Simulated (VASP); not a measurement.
# B17N16 (a cell with a defect) in VASP: further runs

The runs below take B17N16 (a cell with a defect) through single point, with PBE+D3(BJ).

All numbers are computed with VASP 6.6.1; they aren't measurements. Logs are shortened: lines on timing, memory, paths and dates and some standing lists are left out, and cuts for length are marked.

### 1 The cell of the first run

The cell holds a defect, 33 atoms: a = 6.660 Å, b = 6.660 Å, c = 6.660 Å, α = 97.63°, β = 97.63°, γ = 97.63°.

### 2 Single point, PBE+D3(BJ), collinear spin

File INCAR:

```
PREC = Accurate ; ENCUT = 520
EDIFF = 1E-7 ; ISMEAR = 0
SIGMA = 0.02 ; LREAL = Auto
LASPH = T ; NELM = 150
ALGO = Normal ; ISIF = 2
LWAVE = F ; LCHARG = F
ISPIN = 2 ; MAGMOM = 0 0 0 0 0 0 0 0 0 0 0 0 0 0 0 0 0.15 0 0 0 0 0 0 0 0 0 0 0 0 0 0 0 0
LORBIT = 11 ; GGA = PE
IVDW = 12 ; NBANDS = 92
```

File KPOINTS:

```
Automatic mesh
0
Gamma
  2 2 2
  0.5 0.5 0.5
```

File POSCAR:

```
B17N16
1.0
   -5.0122276282      2.8938109704      3.2948837601
    0.0000000000     -5.7876219408      3.2948837600
    5.0122276282      2.8938109704      3.2948837601
B N
17 16
Direct
    0.2502226910      0.7495635008      1.0001219930
    0.4896330604      0.4883925518      0.9894198190
    0.7408000754      0.2420244743      0.9922976317
    1.0021530793      0.7545048581      0.2508571927
    1.0012021034      1.0025284368      1.0015833710
    0.2397722138      0.4886720781      0.2398117172
    0.5234433204      0.2768751897      0.2731290703
    0.7381285291      0.7502722864      0.4880221706
    0.7473686225      1.0005231870      0.2480353548
    1.0137195058      0.5019748807      0.5035070435
    0.2426643434      0.2422540758      0.4909754921
    0.5007435837      0.7542769522      0.7518526899
    0.4980426226      1.0004585222      0.4972050709
    0.7534707393      0.5018787602      0.7635887953
    1.0011316239      0.2493779911      0.7510490074
    0.2516554073      1.0025021188      0.7511171608
    0.6765628578      0.4823853889      0.4258703328
    0.5782942487      0.0757110847      0.3281986639
    0.8393628509      0.8408024894      0.3347746343
    0.0807770773      0.5822322468      0.3311862951
    0.3311703958      0.0826609667      0.5818541423
    0.3124432780      0.3177584359      0.3179440258
    0.5846487152      0.8405784848      0.5890587303
    0.8441897921      0.5907286506      0.5941692238
    0.0824800257      0.0827518692      0.8324154394
    0.0837189134      0.3325019712      0.5839876933
    0.3329908137      0.8338268344      0.8336677953
    0.5810855151      0.5820631226      0.8305444569
    0.8319630972      0.0827189191      0.0811179084
    0.8339443554      0.3323686309      0.8334886698
    0.0839068804      0.8339939612      0.0830555623
    0.3261391578      0.5762213888      0.0760545462
    0.5674701630      0.3171820205      0.0617335548
```

Potentials or basis: VASP PAW PBE potentials, release 64 (B, N).

Command:

```sh
> cat potpaw_PBE.64/B/POTCAR potpaw_PBE.64/N/POTCAR > POTCAR
> mpirun -np 1 vasp_std > vasp.out
```

OUTCAR:

```text
PREC = Accurate
   ENCUT = 520
   EDIFF = 1E-7
   ISMEAR = 0
   LREAL = Auto
   LASPH = T
   NELM = 150
   ISIF = 2
   ISPIN = 2
   LORBIT = 11
   GGA = PE
   IVDW = 12
 IVDW          = 12

 ion  position               nearest neighbor table
   1  0.250  0.750  0.000-  32 1.44  27 1.45  31 1.45
   2  0.490  0.488  0.989-  33 1.43  32 1.45  28 1.46
   3  0.741  0.242  0.992-  33 1.43  29 1.44  30 1.45
   4  0.002  0.755  0.251-  19 1.43  31 1.44  20 1.46
   5  0.001  0.003  0.002-  29 1.44  25 1.45  31 1.45
   6  0.240  0.489  0.240-  22 1.43  32 1.45  20 1.46
   7  0.523  0.277  0.273-  18 1.51  33 1.53  22 1.53  17 1.71
   8  0.738  0.750  0.488-  23 1.45  19 1.45  24 1.55  17 1.76
   9  0.747  0.001  0.248-  18 1.43  19 1.44  29 1.45
  10  0.014  0.502  0.504-  26 1.42  20 1.43  24 1.50
  11  0.243  0.242  0.491-  22 1.43  21 1.44  26 1.45
  12  0.501  0.754  0.752-  23 1.43  27 1.44  28 1.46
  13  0.498  0.000  0.497-  18 1.43  23 1.44  21 1.45
  14  0.753  0.502  0.764-  30 1.42  28 1.43  24 1.50
  15  0.001  0.249  0.751-  25 1.44  30 1.45  26 1.45
  16  0.252  0.003  0.751-  21 1.44  25 1.45  27 1.45
  17  0.677  0.482  0.426-  24 1.50   7 1.71   8 1.76
  18  0.578  0.076  0.328-   9 1.43  13 1.43   7 1.51
  19  0.839  0.841  0.335-   4 1.43   9 1.44   8 1.45
  20  0.081  0.582  0.331-  10 1.43   4 1.46   6 1.46
  21  0.331  0.083  0.582-  16 1.44  11 1.44  13 1.45
  22  0.312  0.318  0.318-  11 1.43   6 1.43   7 1.53
  23  0.585  0.841  0.589-  12 1.43  13 1.44   8 1.45
  24  0.844  0.591  0.594-  14 1.50  10 1.50  17 1.50   8 1.55
  25  0.082  0.083  0.832-  15 1.44   5 1.45  16 1.45
  26  0.084  0.333  0.584-  10 1.42  15 1.45  11 1.45
  27  0.333  0.834  0.834-  12 1.44   1 1.45  16 1.45
  28  0.581  0.582  0.831-  14 1.43  12 1.46   2 1.46
  29  0.832  0.083  0.081-   5 1.44   3 1.44   9 1.45
  30  0.834  0.332  0.833-  14 1.42  15 1.45   3 1.45
  31  0.084  0.834  0.083-   4 1.44   1 1.45   5 1.45
  32  0.326  0.576  0.076-   1 1.44   6 1.45   2 1.45
  33  0.567  0.317  0.062-   3 1.43   2 1.43   7 1.53

  LATTYP: Found a trigonal (rhomboedric) cell.
 ALAT       =     6.6597917927
 COS(alpha) =    -0.1328444049

  Lattice vectors:

 A1 = (  -5.0122276282,   2.8938109704,   3.2948837601)
 A2 = (   0.0000000000,  -5.7876219408,   3.2948837600)
 A3 = (   5.0122276282,   2.8938109704,   3.2948837601)

Analysis of symmetry for initial positions (statically):
=====================================================================
 Subroutine PRICEL returns:
 Original cell was already a primitive cell.

 Routine SETGRP: Setting up the symmetry group for a
 trigonal (rhombohedral) supercell.

 Subroutine GETGRP returns: Found  1 space group operations
 (whereof  1 operations were pure point group operations)
 out of a pool of 12 trial point group operations.
[... 215 lines left out ...]
  free energy    TOTEN  =      -281.97312807 eV

  energy without entropy =     -281.97312807  energy(sigma->0) =     -281.97312807

 E-fermi :   4.4830     XC(G=0): -10.3149

 val. band max:        4.3155815036   @ k =   0.2500   0.2500   0.2500
 cond. band min:       5.1060160871   @ k =   0.2500  -0.2500   0.2500
 fundamental gap:      0.7904345835
 Fermi energy:         4.4830107142

 spin component 1

 k-point     1 :       0.2500    0.2500    0.2500
  band No.  band energies     occupation
      1     -15.9748      1.00000
      2     -14.6915      1.00000
      3     -14.1664      1.00000
      4     -14.1330      1.00000
      5     -13.8321      1.00000
      6     -13.8108      1.00000
[... 309 lines left out ...]
     76       9.5976      0.00000
     77       9.9213      0.00000
 Fermi energy:         4.4830107142

 spin component 2

 k-point     1 :       0.2500    0.2500    0.2500
  band No.  band energies     occupation
      1     -15.8762      1.00000
      2     -14.6651      1.00000
      3     -14.1486      1.00000
      4     -14.1000      1.00000
      5     -13.8141      1.00000
      6     -13.7839      1.00000
[... 309 lines left out ...]
     76       9.6586      0.00000
     77       9.9792      0.00000
 [bands above 77 left out]

------------------------ aborting loop because EDIFF is reached ----------------------------------------

 Edisp (eV)   -4.85727

 E8    (eV) :    -1.4323

  FORCE on cell =-STRESS in cart. coord.  units (eV):
  Direction    XX          YY          ZZ          XY          YZ          ZX
  --------------------------------------------------------------------------------------
  -------------------------------------------------------------------------------------
  Total       7.98177     8.58320     2.53213     0.01297    -0.09495     0.00671
  in kB      44.59821    47.95870    14.14832     0.07247    -0.53054     0.03749
  external pressure =       35.57 kB  Pullay stress =        0.00 kB

 VOLUME and BASIS-vectors are now :
 -----------------------------------------------------------------------------
  energy-cutoff  :      520.00
  volume of cell :      286.74
      direct lattice vectors                 reciprocal lattice vectors
    -5.012227628  2.893810970  3.294883760    -0.099756044  0.057594179  0.101166948
     0.000000000 -5.787621941  3.294883760     0.000000000 -0.115188358  0.101166948
     5.012227628  2.893810970  3.294883760     0.099756044  0.057594179  0.101166948

 POSITION                                       TOTAL-FORCE (eV/Angst)
 -----------------------------------------------------------------------------------
     -1.25356     -3.61374      3.29458         0.003161     -0.009933      0.003909
      2.50504      1.45347      6.48250         0.002486      0.014703      0.005021
      1.26056      3.61451      6.50780         0.005237      0.002507     -0.007668
      1.24656     -3.63462      3.31965        -0.001695      0.000215     -0.007452
      0.00191     -0.00657      0.01751         0.001944      0.001255     -0.003873
      0.00020     -1.44042      3.19029        -0.003321      0.015596      0.005041
[... 25 lines left out ...]
     -1.25348     -2.17108      3.22376         0.000361      0.004414     -0.005424
     -2.53487     -0.01493      3.11823        -0.010690     -0.017622      0.009246
 -----------------------------------------------------------------------------------
    total drift:                                0.000991      0.000704      0.000860

  FREE ENERGIE OF THE ION-ELECTRON SYSTEM (eV)
  ---------------------------------------------------
  free  energy   TOTEN  =      -286.8304011523 eV

  energy  without entropy=     -286.8304011523  energy(sigma->0) =     -286.83040115

 total charge

# of ion       s       p       d       tot
------------------------------------------
    1        0.744   1.425   0.000   2.168
    2        0.745   1.429   0.000   2.174
    3        0.748   1.445   0.000   2.193
    4        0.745   1.432   0.000   2.177
    5        0.743   1.423   0.000   2.166
    6        0.745   1.429   0.000   2.174
[... 25 lines left out ...]
   32        1.225   2.791   0.000   4.016
   33        1.231   2.773   0.000   4.004
--------------------------------------------------
tot         32.308  68.655   0.000 100.963

 magnetization (x)

# of ion       s       p       d       tot
------------------------------------------
    1       -0.000   0.001   0.000   0.001
    2       -0.000  -0.000   0.000  -0.000
    3        0.000   0.000   0.000   0.000
    4       -0.000   0.004   0.000   0.004
    5        0.000   0.001   0.000   0.001
    6       -0.000  -0.000   0.000  -0.000
[... 25 lines left out ...]
   32        0.000   0.008   0.000   0.009
   33       -0.000  -0.000   0.000  -0.000
--------------------------------------------------
tot          0.037   0.600   0.000   0.637
```

stdout:

```text
POSCAR found type information on POSCAR B N
 POSCAR found :  2 types and      33 ions
 scaLAPACK will be used
 LDA part: xc-table for (Slater+PW92), standard interpolation
 POSCAR, INCAR and KPOINTS ok, starting setup
 FFT: planning ... GRIDC
 FFT: planning ... GRID_SOFT
 FFT: planning ... GRID
 WAVECAR not read
 entering main loop
```

Run time: 4.2 min. Hardware: 1 thread of Intel Xeon 6975P-C (Granite Rapids), shared host; peak memory 0.5 GiB.

Results:

```yaml
Free_energy: -286.8304 eV
Pressure: 3.6 GPa
Largest_force: 0.052 eV/Å
Band_gap_on_the_k_mesh: 0.79 eV
Net_moment: 1.00 μB per cell
Site_moments: B +0.00, -0.00, +0.01, +0.10, +0.26; N +0.05, +0.06, +0.01, +0.00, -0.00, +0.04 μB
Valence_electrons_inside_the_program's_atomic_spheres: B 2.17, 2.19, 2.18, 2.09, 1.90; N 4.01, 4.02, 4.03, 4.00
Dispersion_energy_per_atom: -0.147 eV
```

Forces on the atoms (eV/Å):
```
B    0.003 -0.010  0.004
B    0.002  0.015  0.005
B    0.005  0.003 -0.008
B   -0.002  0.000 -0.007
B    0.002  0.001 -0.004
B   -0.003  0.016  0.005
B    0.003  0.002  0.003
B    0.000 -0.027  0.024
B    0.000 -0.007  0.006
B   -0.006  0.005  0.004
B   -0.007 -0.003 -0.005
B    0.003 -0.002 -0.005
B   -0.002 -0.007  0.006
B    0.002  0.000 -0.002
B   -0.002 -0.001 -0.001
B    0.001  0.004 -0.009
B    0.006  0.012 -0.050
N    0.000  0.011  0.000
N    0.001  0.004 -0.009
N    0.005  0.007  0.001
N   -0.002  0.004  0.004
N    0.013 -0.019  0.001
N   -0.002  0.004 -0.008
N   -0.004  0.017  0.023
N   -0.005 -0.005  0.007
N    0.001 -0.007  0.003
N   -0.006 -0.005  0.003
N   -0.007  0.010  0.000
N    0.004  0.003  0.001
N    0.001 -0.008  0.003
N    0.004 -0.002  0.002
N    0.000  0.004 -0.005
N   -0.011 -0.018  0.009
```

### 3 Single point, PBE+D3(BJ), collinear spin

File INCAR:

```
PREC = Accurate
ENCUT = 520
EDIFF = 1E-6
ISMEAR = 0
SIGMA = 0.02
LREAL = Auto
LASPH = True
NELM = 150
ALGO = Normal
ISIF = 2
LWAVE = False
LCHARG = False
ISPIN = 2
MAGMOM = 0 0 0 0 0 0 0 0 0 0 0 0 0 0 0 0 1 0 0 0 0 0 0 0 0 0 0 0 0 0 0 0 0
LORBIT = 11
GGA = PE
IVDW = 12
NBANDS = 92
```

KPOINTS is that of step 2.

File POSCAR:

```
B17N16
1.0
   -5.0122276282      2.8938109704      3.2948837601
    0.0000000000     -5.7876219408      3.2948837600
    5.0122276282      2.8938109704      3.2948837601
B N
17 16
Direct
    0.2428928296      0.7379794573      0.9950832024
    0.4892609725      0.4868124672      0.9922055174
    0.7504319315      0.2474020713      1.0029076818
    1.0013915606      0.7445480601      0.2508210047
    1.0033967908      0.9983815058      1.0043689024
    0.2777435421      0.5206226278      0.2759146551
    0.4895405067      0.2369516770      0.2425973461
    0.7511406569      0.7353079073      0.4908077554
    0.7553733101      0.9993325199      0.2536427619
    1.0013268999      0.4952220218      0.4999906223
    0.2431223788      0.2398436916      0.4937611239
    0.5027472092      0.7506501537      0.7663744321
    0.5028432657      1.0108988888      0.5062926262
    0.7551453543      0.4979229011      0.7546382865
    1.0033705746      0.2488348581      0.7539027693
    0.2502463758      0.9983110585      0.7538346064
    0.4832537139      0.6737423003      0.4286559346
    0.5831007017      0.0779564482      0.3339719391
    0.8416707889      0.8365422404      0.3375602448
    0.0765794065      0.5754736568      0.3309842777
    0.3333703088      0.0808982360      0.5867732899
    0.3186268113      0.3096227031      0.3207297225
    0.5915970323      0.8413692236      0.5969549087
    0.8414468314      0.5818281090      0.5918443930
    0.0836203006      0.0796594546      0.8352009952
    0.0835293870      0.3283498458      0.5846397267
    0.3332370290      0.8311237149      0.8362741751
    0.5829314968      0.5782648884      0.8333299818
    0.8348623649      0.0810863051      0.0858411267
    0.8346951930      0.3301702421      0.8364534470
    0.0835873732      0.8291425139      0.0839035546
    0.3180503868      0.5646496158      0.0645192232
    0.5770896752      0.3233185748      0.0788400948
```

Potentials or basis: VASP PAW PBE potentials, release 64 (B, N).

Command:

```sh
> cat potpaw_PBE.64/B/POTCAR potpaw_PBE.64/N/POTCAR > POTCAR
> mpirun -np 1 vasp_std > vasp.out
```

Run time: 7.5 min. Hardware: 1 thread of AMD EPYC 9R45 (Zen 5), shared host; peak memory 0.46 GiB.

Results (log left out):

- Free energy: -286.8303 eV
- Pressure: 3.6 GPa
- Largest force: 0.052 eV/Å
- Band gap on the k mesh: 0.79 eV
- Net moment: 1.00 μB per cell
- Site moments: B +0.00, -0.00, +0.01, +0.10, +0.26; N +0.01, +0.06, +0.05, +0.00, -0.00, +0.04 μB
- Valence electrons inside the program's atomic spheres: B 2.19, 2.17, 2.09, 2.18, 1.90; N 4.02, 4.01, 4.03, 4.00
- Dispersion energy per atom: -0.147 eV

Forces in eV/Å, atoms in the order of the input:
```
B    0.004  0.003 -0.007
B    0.014 -0.001  0.006
B   -0.007  0.006  0.003
B   -0.007  0.004  0.005
B    0.002 -0.002 -0.004
B    0.003  0.002  0.003
B    0.011 -0.011  0.005
B   -0.025  0.012  0.024
B   -0.002  0.000 -0.007
B   -0.006  0.001  0.005
B   -0.005 -0.003 -0.006
B    0.002  0.002 -0.001
B    0.001 -0.008  0.004
B    0.000  0.003 -0.003
B    0.001  0.000 -0.009
B    0.001 -0.002 -0.001
B    0.012  0.000 -0.050
N    0.009  0.001  0.000
N    0.004 -0.001 -0.008
N    0.010 -0.005  0.000
N   -0.005  0.004  0.003
N   -0.010  0.021  0.000
N    0.013 -0.012  0.023
N    0.003 -0.004 -0.008
N   -0.006 -0.001  0.007
N    0.002 -0.003  0.004
N   -0.007  0.005  0.003
N    0.005 -0.011 -0.001
N    0.000  0.004  0.001
N   -0.007 -0.003  0.003
N    0.005  0.002  0.000
N   -0.021 -0.001  0.009
N    0.004 -0.002 -0.005
```

Stress tensor (GPa, compression positive):
```
 4.72 -0.14 -0.04
-0.14  4.54  0.03
-0.04  0.03  1.42
```

Levels at points of the mesh, in eV from the valence-band top:
Spin up:
```csv
k point,band 63,band 64,band 65,band 66,band 67,band 68,band 69,band 70
"(0.25, 0.25, 0.25)",-2.51,-2.50,-0.96,0.00,1.23,2.96,3.38,3.49
```
Spin down:
```tsv
k point	band 61	band 62	band 63	band 64	band 65	band 66	band 67	band 68	band 69	band 70
(0.25, 0.25, 0.25)	-2.80	-2.75	-2.49	-2.42	-0.77	0.83	1.40	3.00	3.43	3.52
```
